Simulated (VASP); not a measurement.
# Ge (P6_3/mmc) in VASP: notebook

The runs below take Ge through single point, with r2SCAN.

Program: VASP 6.6.1. These are calculated values, not measurements. Logs are shortened: lines on timing, memory, paths and dates and some standing lists are left out, and cuts for length are marked.

## (1) The cell of the first run

It takes space group P6_3/mmc (No. 194, hexagonal). Conventional cell: a = 3.998 Å, b = 3.998 Å, c = 6.599 Å, α = 90.00°, β = 90.00°, γ = 120.00°. Within 3.2 Å of Ge (site symmetry 3m) lie 4 Ge at 2.45 to 2.47 Å.

This isn't the form of Ge at room conditions, which is diamond.

## (2) Single point, r2SCAN

POSCAR reads:

```
Ge
1.0
    3.9975900000      0.0000000000      0.0000000000
   -1.9987900000      3.4620100000      0.0000000000
    0.0000000000      0.0000000000      6.5993800000
Ge
4
Direct
    0.6666666667      0.3333333333      0.0629000000
    0.3333333333      0.6666666667      0.5629000000
    0.6666666667      0.3333333333      0.4371000000
    0.3333333333      0.6666666667      0.9371000000
```

INCAR.step1 reads:

```
SYSTEM = Ge
  PREC = Accurate
  ENCUT = 520
  ISMEAR = -1
  SIGMA = 0.1
  LREAL = .FALSE.
  LASPH = .TRUE.
  NELM = 60
  NBANDS = 36
  GGA = PE
  ALGO = Normal
  EDIFF = 1E-4
  LWAVE = .TRUE.
  LCHARG = .FALSE.
```

INCAR.step2 reads:

```
SYSTEM = Ge
  PREC = Accurate
  ENCUT = 520
  EDIFF = 1E-6
  ISMEAR = -1
  SIGMA = 0.1
  LREAL = .FALSE.
  LASPH = .TRUE.
  NELM = 60
  ALGO = Normal
  ISIF = 2
  LWAVE = .FALSE.
  LCHARG = .FALSE.
  METAGGA = R2SCAN
  LMIXTAU = .TRUE.
  NBANDS = 36
  ISTART = 1
```

KPOINTS reads:

```
Automatic mesh
0
G
  4 4 2
  0 0 0
```

Potentials or basis: VASP PAW PBE potentials, release 64 (Ge_d).

On the command line:

```console
$ cat potpaw_PBE.64/Ge_d/POTCAR > POTCAR
$ cp INCAR.step1 INCAR
$ mpirun -np 1 vasp_std > vasp.out
$ cp INCAR.step2 INCAR
$ mpirun -np 1 vasp_std > vasp.out
```

OUTCAR:

```text
SYSTEM = Ge
   PREC = Accurate
   ENCUT = 520
   EDIFF = 1E-6
   ISMEAR = -1
   LREAL = .FALSE.
   LASPH = .TRUE.
   NELM = 60
   ISIF = 2
   METAGGA = R2SCAN
   ISTART = 1

 ion  position               nearest neighbor table
   1  0.667  0.333  0.063-   4 2.45   4 2.45   4 2.45   3 2.47
   2  0.333  0.667  0.563-   3 2.45   3 2.45   3 2.45   4 2.47
   3  0.667  0.333  0.437-   2 2.45   2 2.45   2 2.45   1 2.47
   4  0.333  0.667  0.937-   1 2.45   1 2.45   1 2.45   2 2.47

  LATTYP: Found a hexagonal cell.
 ALAT       =     3.9975900000
 C/A-ratio  =     1.6508396309

  Lattice vectors:

 A1 = (   3.9975900000,   0.0000000000,   0.0000000000)
 A2 = (  -1.9987900000,   3.4620100000,   0.0000000000)
 A3 = (   0.0000000000,   0.0000000000,   6.5993800000)

Analysis of symmetry for initial positions (statically):
=====================================================================
 Subroutine PRICEL returns:
 Original cell was already a primitive cell.

 Routine SETGRP: Setting up the symmetry group for a
 hexagonal supercell.

 Subroutine GETGRP returns: Found 24 space group operations
 (whereof 12 operations were pure point group operations)
 out of a pool of 24 trial point group operations.

The static configuration has the point symmetry D_3d.
 The point group associated with its full space group is D_6h.

Analysis of symmetry for dynamics (positions and initial velocities):
=====================================================================
 Subroutine PRICEL returns:
 Original cell was already a primitive cell.

 Routine SETGRP: Setting up the symmetry group for a
 hexagonal supercell.

 Subroutine GETGRP returns: Found 24 space group operations
 (whereof 12 operations were pure point group operations)
 out of a pool of 24 trial point group operations.

The dynamic configuration has the point symmetry D_3d.
 The point group associated with its full space group is D_6h.

 Subroutine INISYM returns: Found 24 space group operations
 (whereof 12 operations are pure point group operations),
 and found     1 'primitive' translations

----------------------------------------------------------------------------------------

                                     Primitive cell

  volume of cell :      91.3334

  direct lattice vectors                    reciprocal lattice vectors
     3.997590000  0.000000000  0.000000000     0.250150716  0.144424409  0.000000000
    -1.998790000  3.462010000  0.000000000     0.000000000  0.288849541  0.000000000
     0.000000000  0.000000000  6.599380000     0.000000000  0.000000000  0.151529386

  length of vectors
     3.997590000  3.997583608  6.599380000     0.288849079  0.288849541  0.151529386

  position of ions in fractional coordinates (direct lattice)
     0.666666667  0.333333333  0.062900000
     0.333333333  0.666666667  0.562900000
     0.666666667  0.333333333  0.437100000
     0.333333333  0.666666667  0.937100000

  ion indices of the primitive-cell ions
   primitive index   ion index
                 1           1
                 2           2
                 3           3
                 4           4

----------------------------------------------------------------------------------------

 KPOINTS: Automatic mesh

Automatic generation of k-mesh.
 Grid dimensions read from file:
 generate k-points for:    4    4    2

 Generating k-lattice:

  Cartesian coordinates                     Fractional coordinates (reciprocal lattice)
     0.062537679  0.036106102  0.000000000     0.250000000  0.000000000  0.000000000
     0.000000000  0.072212385  0.000000000     0.000000000  0.250000000  0.000000000
     0.000000000  0.000000000  0.075764693     0.000000000  0.000000000  0.500000000

  Length of vectors
     0.072212270  0.072212385  0.075764693

  Shift w.r.t. Gamma in fractional coordinates (k-lattice)
     0.000000000  0.000000000  0.000000000

 Subroutine IBZKPT returns following result:
 ===========================================

 Found      8 irreducible k-points:

 Following reciprocal coordinates:
            Coordinates               Weight
  0.000000  0.000000  0.000000      1.000000
  0.250000  0.000000  0.000000      6.000000
  0.500000  0.000000  0.000000      3.000000
  0.250000  0.250000  0.000000      6.000000
  0.000000  0.000000  0.500000      1.000000
  0.250000  0.000000  0.500000      6.000000
  0.500000  0.000000  0.500000      3.000000
  0.250000  0.250000  0.500000      6.000000
   k-points           NKPTS =      8   k-points in BZ     NKDIM =      8   number of bands    NBANDS=     36
   number of dos      NEDOS =    301   number of ions     NIONS =      4
   total plane-waves  NPLWV =  45000
   dimension x,y,z NGX =    30 NGY =   30 NGZ =   50
   dimension x,y,z NGXF=    60 NGYF=   60 NGZF=  100
   ions per type =               4
   NGX,Y,Z   is equivalent  to a cutoff of  12.48, 12.48, 12.60 a.u.
   NGXF,Y,Z  is equivalent  to a cutoff of  24.95, 24.95, 25.19 a.u.
 SYSTEM =  Ge
[... 42 lines left out ...]
  volume of cell :       91.33
 maximum number of plane-waves:      2491
 NGX is ok and might be reduce to    30
   NGX = 15   NGY = 15   NGZ = 25

 number of electron      56.0000052 magnetization

 Free energy of the ion-electron system (eV)
  ---------------------------------------------------
  ext. energy  EPLUGINS =         0.00000000
  ---------------------------------------------------
  free energy    TOTEN  =       -55.20346940 eV

  energy without entropy =      -55.18629931  energy(sigma->0) =      -55.19488436

 E-fermi :   4.9741     XC(G=0): -10.7617

 val. band max:        4.9695933601   @ k =   0.0000   0.0000   0.0000
 cond. band min:       5.1515037510   @ k =   0.0000   0.0000   0.0000
 fundamental gap:      0.1819103909
 Fermi energy:         4.9741119187

 k-point     1 :       0.0000    0.0000    0.0000
  band No.  band energies     occupation
      1     -20.7836      2.00000
      2     -20.7836      2.00000
      3     -20.7498      2.00000
      4     -20.7425      2.00000
      5     -20.7425      2.00000
      6     -20.7364      2.00000
[... 28 lines left out ...]
     35       9.6023      0.00000
     36      11.4801      0.00000

 k-point     2 :       0.2500    0.0000    0.0000
  band No.  band energies     occupation
      1     -20.8049      2.00000
      2     -20.7904      2.00000
      3     -20.7728      2.00000
      4     -20.7561      2.00000
      5     -20.7377      2.00000
      6     -20.7088      2.00000
[... 28 lines left out ...]
     35      11.6169      0.00000
     36      11.9461      0.00000

 k-point     3 :       0.5000    0.0000    0.0000
  band No.  band energies     occupation
      1     -20.8018      2.00000
      2     -20.7948      2.00000
      3     -20.7919      2.00000
      4     -20.7634      2.00000
      5     -20.7157      2.00000
      6     -20.6971      2.00000
[... 28 lines left out ...]
     35      12.7934      0.00000
     36      13.5178      0.00000

 k-point     4 :       0.2500    0.2500    0.0000
  band No.  band energies     occupation
      1     -20.8048      2.00000
      2     -20.8045      2.00000
      3     -20.7906      2.00000
      4     -20.7788      2.00000
      5     -20.6961      2.00000
      6     -20.6768      2.00000
[... 28 lines left out ...]
     35      11.1809      0.00000
     36      12.0415      0.00000

 k-point     5 :       0.0000    0.0000    0.5000
  band No.  band energies     occupation
      1     -20.7672      2.00000
      2     -20.7672      2.00000
      3     -20.7672      2.00000
      4     -20.7672      2.00000
      5     -20.7418      2.00000
      6     -20.7418      2.00000
[... 28 lines left out ...]
     35      10.8288      0.00000
     36      10.8288      0.00000

 k-point     6 :       0.2500    0.0000    0.5000
  band No.  band energies     occupation
      1     -20.7799      2.00000
      2     -20.7799      2.00000
      3     -20.7756      2.00000
      4     -20.7756      2.00000
      5     -20.7333      2.00000
      6     -20.7333      2.00000
[... 28 lines left out ...]
     35      10.8964      0.00000
     36      10.8964      0.00000

 k-point     7 :       0.5000    0.0000    0.5000
  band No.  band energies     occupation
      1     -20.7806      2.00000
      2     -20.7806      2.00000
      3     -20.7792      2.00000
      4     -20.7792      2.00000
      5     -20.7210      2.00000
      6     -20.7210      2.00000
[... 28 lines left out ...]
     35      12.8746      0.00000
     36      12.8746      0.00000

 k-point     8 :       0.2500    0.2500    0.5000
  band No.  band energies     occupation
      1     -20.7923      2.00000
      2     -20.7923      2.00000
      3     -20.7802      2.00000
      4     -20.7802      2.00000
      5     -20.7155      2.00000
      6     -20.7155      2.00000
[... 28 lines left out ...]
     35      10.7866      0.00000
     36      10.7866      0.00000

------------------------ aborting loop because EDIFF is reached ----------------------------------------

  FORCE on cell =-STRESS in cart. coord.  units (eV):
  Direction    XX          YY          ZZ          XY          YZ          ZX
  --------------------------------------------------------------------------------------
  -------------------------------------------------------------------------------------
  Total        0.5961330      0.5961315     -0.7339984      0.0000009      0.0000000      0.0000000
  in kB       10.4574078     10.4573807    -12.8758517      0.0000151      0.0000000      0.0000000
  external PRESSURE =       2.6796456 kB  Pullay stress =       0.0000000 kB

 VOLUME and BASIS-vectors are now :
 -----------------------------------------------------------------------------
  energy-cutoff  :      520.00
  volume of cell :       91.33
      direct lattice vectors                 reciprocal lattice vectors
     3.997590000  0.000000000  0.000000000     0.250150716  0.144424409  0.000000000
    -1.998790000  3.462010000  0.000000000     0.000000000  0.288849541  0.000000000
     0.000000000  0.000000000  6.599380000     0.000000000  0.000000000  0.151529386

 POSITION                                       TOTAL-FORCE (eV/Angst)
 -----------------------------------------------------------------------------------
      1.99880      1.15400      0.41510        -0.000000      0.000000      0.008547
      0.00000      2.30801      3.71479         0.000000     -0.000000      0.008547
      1.99880      1.15400      2.88459        -0.000000      0.000000     -0.008547
      0.00000      2.30801      6.18428         0.000000     -0.000000     -0.008547
 -----------------------------------------------------------------------------------
    total drift:                               -0.000000      0.000000     -0.000000

  FREE ENERGIE OF THE ION-ELECTRON SYSTEM (eV)
  ---------------------------------------------------
  free  energy   TOTEN  =       -55.2034694014 eV

  energy  without entropy=      -55.1862993090  energy(sigma->0) =      -55.19488436
```

Run time: 4.2 min. Hardware: 1 thread of Intel Xeon 8259CL, shared host; peak memory 0.21 GiB.

What came out:

| Property | Result |
| --- | --- |
| Free energy | -55.2035 eV |
| Pressure | 0.3 GPa |
| Largest force | 0.009 eV/Å |
| Band gap on the k mesh | 0.07 eV |

Forces in eV/Å, atoms in the order of the input:
```
Ge   0.000  0.000  0.009
Ge   0.000  0.000  0.009
Ge   0.000  0.000 -0.009
Ge   0.000  0.000 -0.009
```

Levels at points of the mesh, in eV from the valence-band top:
```tsv
k point	band 24	band 25	band 26	band 27	band 28	band 29	band 30	band 31	band 32	band 33
(0.00, 0.00, 0.00)	-1.68	-1.68	-0.28	0.00	0.00	0.07	0.25	2.30	2.30	2.81
(0.50, 0.00, 0.00)	-7.09	-4.86	-3.34	-3.01	-1.65	0.63	1.82	3.72	3.84	4.47
(0.00, 0.00, 0.50)	-5.05	-1.03	-1.03	-1.03	-1.03	0.85	0.85	3.46	3.46	3.46
(0.50, 0.00, 0.50)	-8.26	-2.77	-2.77	-2.65	-2.65	0.63	0.63	2.27	2.27	6.36
```

Caveat: the k points lie up to 0.48 Å⁻¹ apart; the smearing spreads over this small gap; semilocal functionals underestimate gaps, and a narrow one can read as zero; the PAW data sets were made with another functional, which shifts forces and pressure a little.

## (3) Single point, r2SCAN

POSCAR is that of step 2.

INCAR.step1 reads:

```
SYSTEM = Ge
PREC = Accurate
ENCUT = 520
ISMEAR = -1
SIGMA = 0.1
LREAL = .False.
LASPH = .True.
NELM = 80
NBANDS = 36
GGA = PE
ALGO = Normal
EDIFF = 1E-4
LWAVE = .True.
LCHARG = .False.
```

INCAR.step2 reads:

```
SYSTEM = Ge
PREC = Accurate
ENCUT = 520
EDIFF = 1E-7
ISMEAR = -1
SIGMA = 0.1
LREAL = .False.
LASPH = .True.
NELM = 80
ALGO = Normal
ISIF = 2
LWAVE = .False.
LCHARG = .False.
METAGGA = R2SCAN
LMIXTAU = .True.
NBANDS = 36
ISTART = 1
```

KPOINTS reads:

```
regular mesh
0
Gamma
  5 5 3
  0 0 0
```

Potentials or basis: VASP PAW PBE potentials, release 64 (Ge_d).

On the command line:

```console
$ cat potpaw_PBE.64/Ge_d/POTCAR > POTCAR
$ cp INCAR.step1 INCAR
$ mpirun -np 1 vasp_std > vasp.out
$ cp INCAR.step2 INCAR
$ mpirun -np 1 vasp_std > vasp.out
```

Run time: 5.5 min. Hardware: 1 thread of Intel Xeon 8259CL, shared host; peak memory 0.21 GiB.

The run converged. Its results:

```yaml
Free_energy: -55.3176 eV
Pressure: 0.1 GPa
Largest_force: 0.024 eV/Å
Band_gap_on_the_k_mesh: 0.06 eV
```

Forces in eV/Å, atoms in the order of the input:
```
Ge   0.000  0.000  0.024
Ge   0.000  0.000  0.024
Ge   0.000  0.000 -0.024
Ge   0.000  0.000 -0.024
```

Stress tensor (GPa, compression positive):
```
 0.29  0.00  0.00
 0.00  0.29  0.00
 0.00  0.00 -0.31
```

Levels at points of the mesh, in eV from the valence-band top:
```csv
k point,band 26,band 27,band 28,band 29,band 30,band 31
"(0.00, 0.00, 0.00)",-0.29,0.00,0.00,0.06,0.24,2.30
```

Caveat: semilocal functionals underestimate gaps, and a narrow one can read as zero; the PAW data sets were made with another functional, which shifts forces and pressure a little.

## (4) Single point, r2SCAN

POSCAR is that of step 3.

INCAR.step1 reads:

```
SYSTEM = Ge
PREC = Accurate ; ENCUT = 520
ISMEAR = -1 ; SIGMA = 0.1
LREAL = .False. ; LASPH = .True.
NELM = 80 ; NBANDS = 36
GGA = PE ; ALGO = Normal
EDIFF = 1E-4 ; LWAVE = .True.
LCHARG = .False.
```

INCAR.step2 reads:

```
SYSTEM = Ge
PREC = Accurate ; ENCUT = 520
EDIFF = 1E-6 ; ISMEAR = -1
SIGMA = 0.1 ; LREAL = .False.
LASPH = .True. ; NELM = 80
ALGO = Normal ; ISIF = 2
LWAVE = .False. ; LCHARG = .False.
METAGGA = R2SCAN ; LMIXTAU = .True.
NBANDS = 36 ; ISTART = 1
```

KPOINTS reads:

```
regular mesh
0
Gamma
  7 7 4
  0 0 0
```

On the command line:

```console
$ cat potpaw_PBE.64/Ge_d/POTCAR > POTCAR
$ cp INCAR.step1 INCAR
$ mpirun -np 1 vasp_std > vasp.out
$ cp INCAR.step2 INCAR
$ mpirun -np 1 vasp_std > vasp.out
```

It took 5.5 min on 1 thread of Intel Xeon 8259CL, shared host; peak memory 0.24 GiB.

Results (log left out):

| Quantity | Value |
| --- | --- |
| Free energy | -55.4044 eV |
| Pressure | 0.0 GPa |
| Largest force | 0.011 eV/Å |
| Band gap on the k mesh | 0.07 eV |

Forces on the atoms (eV/Å):
```
Ge   0.000  0.000  0.011
Ge   0.000  0.000  0.011
Ge   0.000  0.000 -0.011
Ge   0.000  0.000 -0.011
```

Stress tensor (GPa, compression positive):
```
 0.08  0.00  0.00
 0.00  0.08  0.00
 0.00  0.00 -0.08
```

Levels at points of the mesh, in eV from the valence-band top:
```csv
k point,band 24,band 25,band 26,band 27,band 28,band 29,band 30,band 31,band 32,band 33
"(0.00, 0.00, 0.00)",-1.68,-1.68,-0.29,0.00,0.00,0.07,0.24,2.30,2.30,2.81
"(0.00, 0.00, 0.50)",-5.05,-1.02,-1.02,-1.02,-1.02,0.85,0.85,3.46,3.46,3.46
```

Caveat: semilocal functionals underestimate gaps, and a narrow one can read as zero; the PAW data sets were made with another functional, which shifts forces and pressure a little.

## (5) Single point, r2SCAN

POSCAR is that of step 4.

INCAR.step1 reads:

```
ALGO = Normal ; EDIFF = 1E-4
ENCUT = 520 ; GGA = PE
ISMEAR = -1 ; LASPH = T
LCHARG = F ; LREAL = F
LWAVE = T ; NBANDS = 36
NELM = 60 ; PREC = Accurate
SIGMA = 0.1
```

INCAR.step2 reads:

```
ALGO = Normal ; EDIFF = 1E-7
ENCUT = 520 ; ISIF = 2
ISMEAR = -1 ; ISTART = 1
LASPH = T ; LCHARG = F
LMIXTAU = T ; LREAL = F
LWAVE = F ; METAGGA = R2SCAN
NBANDS = 36 ; NELM = 60
PREC = Accurate ; SIGMA = 0.1
```

KPOINTS reads:

```
k-points
0
Gamma
  8 8 4
```

On the command line:

```console
$ cat potpaw_PBE.64/Ge_d/POTCAR > POTCAR
$ cp INCAR.step1 INCAR
$ mpirun -np 1 vasp_std > vasp.out
$ cp INCAR.step2 INCAR
$ mpirun -np 1 vasp_std > vasp.out
```

Wall time 8.5 min (1 thread of Intel Xeon 8259CL, shared host); peak memory 0.25 GiB.

The run converged. Its results:

- Free energy: -55.4133 eV
- Pressure: 0.0 GPa
- Largest force: 0.013 eV/Å
- Band gap on the k mesh: 0.07 eV

Forces in eV/Å, atoms in the order of the input:
```
Ge   0.000  0.000  0.013
Ge   0.000  0.000  0.013
Ge   0.000  0.000 -0.013
Ge   0.000  0.000 -0.013
```

Levels at points of the mesh, in eV from the valence-band top:
```
           k point  band 26  band 27  band 28  band 29  band 30  band 31
(0.00, 0.00, 0.00)    -0.29     0.00     0.00     0.06     0.24     2.30
(0.50, 0.00, 0.00)    -3.34    -3.02    -1.65     0.63     1.82     3.72
(0.00, 0.00, 0.50)    -1.02    -1.02    -1.02     0.85     0.85     3.46
(0.50, 0.00, 0.50)    -2.77    -2.65    -2.65     0.63     0.63     2.27
```

Caveat: semilocal functionals underestimate gaps, and a narrow one can read as zero; the PAW data sets were made with another functional, which shifts forces and pressure a little. A k mesh can miss the band edges.

## (6) Summary

| k mesh | gap on the mesh (eV) | pressure (GPa) | largest force (eV/Å) |
| --- | --- | --- | --- |
| 4 × 4 × 2 | 0.07 | 0.3 | 0.01 |
| 5 × 5 × 3 | 0.06 | 0.1 | 0.02 |
| 7 × 7 × 4 | 0.07 | 0.0 | 0.01 |
| 8 × 8 × 4 | 0.07 | 0.0 | 0.01 |

Alike in all rows: task single point; level r2SCAN; potentials or basis VASP PAW PBE potentials, release 64 (Ge_d); no spin polarisation; cell as given; cutoff (eV) 520; smearing fermi-dirac 0.1 eV.

Caveats: some runs use coarse meshes; semilocal functionals underestimate gaps, and a narrow one can read as zero; the PAW data sets were made with another functional, which shifts forces and pressure a little; the smearing spreads over this small gap (at least some runs).

Absolute energies hang on the potentials; compare differences alone.

The gap in the log of VASP goes by the Fermi energy; the results here count the filled bands.